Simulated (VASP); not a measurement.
# Zn in VASP: further runs, part 2 of 2

VASP 6.6.1. Earlier steps stand in the parts before.

## (4) Electric field gradients, PBEsol (atom 1 (Zn) moved by [0.035355, 0.035355, 0.0] A)

INCAR

```
SYSTEM = Zn
ALGO = Normal ; EDIFF = 1E-8
ENCUT = 520 ; GGA = PS
ISIF = 2 ; ISMEAR = -1
LASPH = .TRUE. ; LCHARG = .FALSE.
LEFG = .TRUE. ; LREAL = .FALSE.
LWAVE = .FALSE. ; NBANDS = 19
NELM = 60 ; PREC = Accurate
SIGMA = 0.03
```

KPOINTS

```
k-points
0
G
  18 18 9
  0 0 0
```

POSCAR

```
Zn
1.0
    2.6143598013      0.0000000000      0.0000000000
   -1.3071799007      2.2641020026      0.0000000000
    0.0000000000      0.0000000000      4.8731610200
Zn
2
Direct
    0.3546644518      0.6822821292      0.2500000000
    0.6666666667      0.3333333333      0.7500000000
```

Potentials or basis: VASP PAW PBE potentials, release 64 (Zn).

The run is started by

```
$ cat potpaw_PBE.64/Zn/POTCAR > POTCAR
$ mpirun -np 1 vasp_std > vasp.out
```

OUTCAR:

```text
SYSTEM = Zn
   EDIFF = 1E-8
   ENCUT = 520
   GGA = PS
   ISIF = 2
   ISMEAR = -1
   LASPH = .TRUE.
   LREAL = .FALSE.
   NELM = 60
   PREC = Accurate

 ion  position               nearest neighbor table
   1  0.355  0.682  0.250-   2 2.85   2 2.85   2 2.86   2 2.86   2 2.89   2 2.89
   2  0.667  0.333  0.750-   1 2.85   1 2.85   1 2.86   1 2.86   1 2.89   1 2.89

  LATTYP: Found a hexagonal cell.
 ALAT       =     2.6143598013
 C/A-ratio  =     1.8639978390

  Lattice vectors:

 A1 = (   2.6143598013,   0.0000000000,   0.0000000000)
 A2 = (  -1.3071799007,   2.2641020026,   0.0000000000)
 A3 = (   0.0000000000,   0.0000000000,   4.8731610200)

Analysis of symmetry for initial positions (statically):
=====================================================================
 Subroutine PRICEL returns:
 Original cell was already a primitive cell.

 Routine SETGRP: Setting up the symmetry group for a
 hexagonal supercell.

 Subroutine GETGRP returns: Found  4 space group operations
 (whereof  1 operations were pure point group operations)
 out of a pool of 24 trial point group operations.

The static configuration has the point symmetry C_1 .
 The point group associated with its full space group is C_2h.

Analysis of symmetry for dynamics (positions and initial velocities):
=====================================================================
 Subroutine PRICEL returns:
 Original cell was already a primitive cell.

 Routine SETGRP: Setting up the symmetry group for a
 hexagonal supercell.

 Subroutine GETGRP returns: Found  4 space group operations
 (whereof  1 operations were pure point group operations)
[... 158 lines left out ...]
  band No.  band energies     occupation
      1      -7.5250      2.00000
      2      -5.5266      2.00000
      3      -4.7325      2.00000
      4      -4.4779      2.00000
      5      -4.4711      2.00000
      6      -4.4230      2.00000
[... 505 lines left out ...]
      6      -4.2935      2.00000
[... 11 lines left out ...]
     18      18.1929      0.00000
     19      19.5627      0.00000

 [... further k-points ...]

------------------------ aborting loop because EDIFF is reached ----------------------------------------

  FORCE on cell =-STRESS in cart. coord.  units (eV):
  Direction    XX          YY          ZZ          XY          YZ          ZX
  --------------------------------------------------------------------------------------
  -------------------------------------------------------------------------------------
  Total       -0.2980522     -0.3086626      0.1146359      0.0061557      0.0000000      0.0000000
  in kB      -16.5550627    -17.1444097      6.3673547      0.3419150      0.0000000      0.0000000
  external PRESSURE =      -9.1107059 kB  Pullay stress =       0.0000000 kB

 VOLUME and BASIS-vectors are now :
 -----------------------------------------------------------------------------
  energy-cutoff  :      520.00
  volume of cell :       28.85
      direct lattice vectors                 reciprocal lattice vectors
     2.614359801  0.000000000  0.000000000     0.382502821  0.220838107  0.000000000
    -1.307179901  2.264102003  0.000000000     0.000000000  0.441676214  0.000000000
     0.000000000  0.000000000  4.873161020     0.000000000  0.000000000  0.205205614

 POSITION                                       TOTAL-FORCE (eV/Angst)
 -----------------------------------------------------------------------------------
      0.03535      1.54476      1.21829        -0.020943     -0.021826      0.000000
      1.30718      0.75470      3.65487         0.020943      0.021826     -0.000000
 -----------------------------------------------------------------------------------
    total drift:                                0.000011      0.000062     -0.000000

  FREE ENERGIE OF THE ION-ELECTRON SYSTEM (eV)
  ---------------------------------------------------
  free  energy   TOTEN  =        -3.1704235127 eV

  energy  without entropy=       -3.1694146800  energy(sigma->0) =       -3.16991910

 Electric field gradients (V/A^2)
---------------------------------------------------------------------
 ion       V_xx      V_yy      V_zz      V_xy      V_xz      V_yz
---------------------------------------------------------------------
   1     -17.355   -19.415    36.771     1.055     0.000     0.000
   2     -17.356   -19.414    36.770     1.057     0.000     0.000
---------------------------------------------------------------------

 Electric field gradients after diagonalization (V/A^2)
 (convention: |V_zz| > |V_xx| > |V_yy|)
----------------------------------------------------------------------
 ion       V_xx      V_yy      V_zz     asymmetry (V_yy - V_xx)/ V_zz
----------------------------------------------------------------------
   1     -19.860   -16.911    36.771       0.080
   2     -19.860   -16.910    36.770       0.080
----------------------------------------------------------------------

           NMR quadrupolar parameters

 Cq : quadrupolar parameter    Cq=e*Q*V_zz/h
 eta: asymmetry parameters     (V_yy - V_xx)/ V_zz
 Q  : nuclear electric quadrupole moment in mb (millibarn)
----------------------------------------------------------------------
 ion       Cq(MHz)       eta       Q (mb)
----------------------------------------------------------------------
   1       0.089       0.080       1.000
   2       0.089       0.080       1.000
----------------------------------------------------------------------
```

stdout:

```text
POSCAR found type information on POSCAR Zn
 POSCAR found :  1 types and       2 ions
 scaLAPACK will be used
 -----------------------------------------------------------------------------
|                                                                             |
|                                                                             |
|     You enforced a specific xc type in the INCAR file but a different       |
|     I HOPE YOU KNOW WHAT YOU ARE DOING!                                     |
|                                                                             |
 -----------------------------------------------------------------------------

 LDA part: xc-table for (Slater+PW92), standard interpolation
 POSCAR, INCAR and KPOINTS ok, starting setup
 FFT: planning ... GRIDC
 FFT: planning ... GRID_SOFT
 FFT: planning ... GRID
 WAVECAR not read
 entering main loop
ion   1

ion   2
```

Run time: 3.2 min. Hardware: 1 thread of Intel Xeon Platinum 8488C (Sapphire Rapids), shared host; peak memory 0.44 GiB.

What came out:

```yaml
Free_energy: -3.1704 eV
Pressure: -0.9 GPa
Largest_force: 0.030 eV/Å
Band_gap_on_the_k_mesh: zero (bands 12 and 13 overlap by 4.72 eV)
Largest_electric_field_gradient_by_atom: Zn +36.8 V/Å²
```

Forces on the atoms (eV/Å):
```
Zn  -0.021 -0.022  0.000
Zn   0.021  0.022  0.000
```

Levels at points of the mesh, in eV from the Fermi level:
```tsv
k point	band 9	band 10	band 11	band 12	band 13	band 14	band 15	band 16
(0.00, 0.00, 0.00)	-7.48	-7.29	-7.26	-4.07	-3.17	13.82	17.55	17.98
(0.50, 0.00, 0.00)	-7.08	-7.06	-3.18	-2.26	2.48	3.33	4.36	5.83
(0.00, 0.50, 0.00)	-7.08	-7.06	-3.10	-2.35	2.66	3.55	4.18	5.59
(0.50, 0.50, 0.00)	-7.08	-7.06	-3.12	-2.33	2.62	3.49	4.23	5.66
```

Electric field gradients, principal values (V/Å²):
```
atom    least   middle  greatest (by size)
1 Zn  -16.911  -19.860              36.771
2 Zn  -16.910  -19.860              36.770
```

Caveat: the cell differs from its parent crystal (atom 1 (Zn) moved by [0.035355, 0.035355, 0.0] A); without QUAD_EFG the Cq values of the log hold for a quadrupole moment of 1 mb, not for the nuclei; the PAW data sets were made with another functional, which shifts forces and pressure a little.

## (5) Electric field gradients, PBEsol (z stretched by +1 % at fixed volume)

INCAR

```
SYSTEM = Zn
  PREC = Accurate
  ENCUT = 520
  EDIFF = 1E-8
  ISMEAR = -1
  SIGMA = 0.03
  LREAL = .False.
  LASPH = .True.
  NELM = 80
  ALGO = Normal
  ISIF = 2
  LWAVE = .False.
  LCHARG = .False.
  GGA = PS
  LEFG = .True.
  NBANDS = 19
```

KPOINTS

```
Automatic mesh
0
Gamma
  18 18 9
  0 0 0
```

POSCAR

```
Zn
1.0
    2.6013852309      0.0000000000      0.0000000000
   -1.3006926154      2.2528656950      0.0000000000
    0.0000000000      0.0000000000      4.9218926302
Zn
2
Direct
    0.3333333333      0.6666666667      0.2500000000
    0.6666666667      0.3333333333      0.7500000000
```

Potentials or basis: VASP PAW PBE potentials, release 64 (Zn).

The run is started by

```
$ cat potpaw_PBE.64/Zn/POTCAR > POTCAR
$ mpirun -np 1 vasp_std > vasp.out
```

OUTCAR:

```text
SYSTEM = Zn
   PREC = Accurate
   ENCUT = 520
   EDIFF = 1E-8
   ISMEAR = -1
   LREAL = .False.
   LASPH = .True.
   NELM = 80
   ISIF = 2
   GGA = PS

 ion  position               nearest neighbor table
   1  0.333  0.667  0.250-   2 2.88   2 2.88   2 2.88   2 2.88   2 2.88   2 2.88
   2  0.667  0.333  0.750-   1 2.88   1 2.88   1 2.88   1 2.88   1 2.88   1 2.88

  LATTYP: Found a hexagonal cell.
 ALAT       =     2.6013852309
 C/A-ratio  =     1.8920275904

  Lattice vectors:

 A1 = (   2.6013852309,   0.0000000000,   0.0000000000)
 A2 = (  -1.3006926154,   2.2528656950,   0.0000000000)
 A3 = (   0.0000000000,   0.0000000000,   4.9218926302)

Analysis of symmetry for initial positions (statically):
=====================================================================
 Subroutine PRICEL returns:
 Original cell was already a primitive cell.

 Routine SETGRP: Setting up the symmetry group for a
 hexagonal supercell.

 Subroutine GETGRP returns: Found 24 space group operations
 (whereof 12 operations were pure point group operations)
 out of a pool of 24 trial point group operations.

The static configuration has the point symmetry D_3d.
 The point group associated with its full space group is D_6h.

Analysis of symmetry for dynamics (positions and initial velocities):
=====================================================================
 Subroutine PRICEL returns:
 Original cell was already a primitive cell.

 Routine SETGRP: Setting up the symmetry group for a
 hexagonal supercell.

 Subroutine GETGRP returns: Found 24 space group operations
 (whereof 12 operations were pure point group operations)
[... 159 lines left out ...]
  band No.  band energies     occupation
      1      -7.5306      2.00000
      2      -5.5668      2.00000
      3      -4.7620      2.00000
      4      -4.4854      2.00000
      5      -4.4854      2.00000
      6      -4.4343      2.00000
[... 505 lines left out ...]
      6      -4.3225      2.00000
[... 11 lines left out ...]
     18      16.8703      0.00000
     19      18.1547      0.00000

 [... further k-points ...]

------------------------ aborting loop because EDIFF is reached ----------------------------------------

  FORCE on cell =-STRESS in cart. coord.  units (eV):
  Direction    XX          YY          ZZ          XY          YZ          ZX
  --------------------------------------------------------------------------------------
  -------------------------------------------------------------------------------------
  Total       -0.1672340     -0.1672340      0.0386830     -0.0000000      0.0000000      0.0000000
  in kB       -9.2888752     -9.2888752      2.1486138     -0.0000000      0.0000000      0.0000000
  external PRESSURE =      -5.4763788 kB  Pullay stress =       0.0000000 kB

 VOLUME and BASIS-vectors are now :
 -----------------------------------------------------------------------------
  energy-cutoff  :      520.00
  volume of cell :       28.85
      direct lattice vectors                 reciprocal lattice vectors
     2.601385231  0.000000000  0.000000000     0.384410578  0.221939551  0.000000000
    -1.300692615  2.252865695  0.000000000     0.000000000  0.443879101  0.000000000
     0.000000000  0.000000000  4.921892630     0.000000000  0.000000000  0.203173875

 POSITION                                       TOTAL-FORCE (eV/Angst)
 -----------------------------------------------------------------------------------
     -0.00000      1.50191      1.23047         0.000000     -0.000000      0.000000
      1.30069      0.75096      3.69142        -0.000000      0.000000      0.000000
 -----------------------------------------------------------------------------------
    total drift:                                0.000000     -0.000000      0.000000

  FREE ENERGIE OF THE ION-ELECTRON SYSTEM (eV)
  ---------------------------------------------------
  free  energy   TOTEN  =        -3.1746507962 eV

  energy  without entropy=       -3.1741712176  energy(sigma->0) =       -3.17441101

 Electric field gradients (V/A^2)
---------------------------------------------------------------------
 ion       V_xx      V_yy      V_zz      V_xy      V_xz      V_yz
---------------------------------------------------------------------
   1     -21.204   -21.206    42.411    -0.001     0.000    -0.000
   2     -21.204   -21.206    42.411    -0.001    -0.000     0.000
---------------------------------------------------------------------

 Electric field gradients after diagonalization (V/A^2)
 (convention: |V_zz| > |V_xx| > |V_yy|)
----------------------------------------------------------------------
 ion       V_xx      V_yy      V_zz     asymmetry (V_yy - V_xx)/ V_zz
----------------------------------------------------------------------
   1     -21.207   -21.204    42.411       0.000
   2     -21.207   -21.204    42.411       0.000
----------------------------------------------------------------------

           NMR quadrupolar parameters

 Cq : quadrupolar parameter    Cq=e*Q*V_zz/h
 eta: asymmetry parameters     (V_yy - V_xx)/ V_zz
 Q  : nuclear electric quadrupole moment in mb (millibarn)
----------------------------------------------------------------------
 ion       Cq(MHz)       eta       Q (mb)
----------------------------------------------------------------------
   1       0.103       0.000       1.000
   2       0.103       0.000       1.000
----------------------------------------------------------------------
```

OSZICAR:

```text
N       E                     dE             d eps       ncg     rms          rms(c)
DAV:   1     0.112414044802E+03    0.11241E+03   -0.12286E+04  7278   0.203E+03
DAV:   2     0.166247184823E+01   -0.11075E+03   -0.10702E+03  7066   0.297E+02
DAV:   3    -0.347175533003E+01   -0.51342E+01   -0.51141E+01  7897   0.703E+01
DAV:   4    -0.350089789384E+01   -0.29143E-01   -0.29136E-01  7725   0.545E+00
DAV:   5    -0.350093331183E+01   -0.35418E-04   -0.35418E-04  7715   0.174E-01    0.467E+00
DAV:   6    -0.319727320118E+01    0.30366E+00   -0.11746E+00  7777   0.236E+01    0.331E+00
DAV:   7    -0.318213012044E+01    0.15143E-01   -0.42962E-02  9011   0.360E+00    0.172E+00
DAV:   8    -0.317468718026E+01    0.74429E-02   -0.21052E-03  9630   0.674E-01    0.562E-02
DAV:   9    -0.317464678914E+01    0.40391E-04   -0.25335E-04  9563   0.212E-01    0.342E-02
DAV:  10    -0.317465122659E+01   -0.44374E-05   -0.21479E-05  7404   0.404E-02    0.285E-03
DAV:  11    -0.317465106418E+01    0.16242E-06   -0.55208E-07  7978   0.120E-02    0.213E-03
DAV:  12    -0.317465078811E+01    0.27607E-06   -0.14049E-08  6440   0.209E-03    0.413E-04
DAV:  13    -0.317465079617E+01   -0.80672E-08   -0.63628E-09  4079   0.140E-03
   1 F= -.31746508E+01 E0= -.31744110E+01  d E =-.479579E-03
```

Run time: 47 s. Hardware: 1 thread of Intel Xeon Platinum 8488C (Sapphire Rapids), shared host; peak memory 0.2 GiB.

What came out:

| Property | Result |
| --- | --- |
| Free energy | -3.1747 eV |
| Pressure | -0.5 GPa |
| Band gap on the k mesh | zero (bands 12 and 13 overlap by 4.94 eV) |
| Largest electric field gradient by atom | Zn +42.4 V/Å² |

Electric field gradients, principal values (V/Å²):
```csv
atom,least,middle,greatest (by size)
1 Zn,-21.204,-21.207,42.411
2 Zn,-21.204,-21.207,42.411
```

Caveat: without QUAD_EFG the Cq values of the log hold for a quadrupole moment of 1 mb, not for the nuclei; the PAW data sets were made with another functional, which shifts forces and pressure a little.

## (6) Summary

```csv
cell,cutoff (eV),gap on the mesh (eV),pressure (GPa)
"a = 2.561, b = 2.561, c = 4.775 Å, angles 90.0, 90.0, 120.0°, 2 atoms, atomic positions A",400,none,4.7
"a = 2.666, b = 2.666, c = 4.969 Å, angles 90.0, 90.0, 120.0°, 2 atoms, atomic positions A",400,none,-6.0
"a = 2.614, b = 2.614, c = 4.873 Å, angles 90.0, 90.0, 120.0°, 2 atoms, atomic positions B",520,none,-0.9
"a = 2.601, b = 2.601, c = 4.922 Å, angles 90.0, 90.0, 120.0°, 2 atoms, atomic positions A",520,none,-0.5
```

Alike in all rows: task electric field gradients; level PBEsol; potentials or basis VASP PAW PBE potentials, release 64 (Zn); no spin polarisation; k mesh 18 × 18 × 9; smearing fermi-dirac 0.03 eV.

Caveats: the PAW data sets were made with another functional, which shifts forces and pressure a little; the cell stands under pressure (at least some runs); the cell stands under tension (at least some runs).

Total energies depend on the potentials used, so only differences within one code and one set of settings carry meaning.
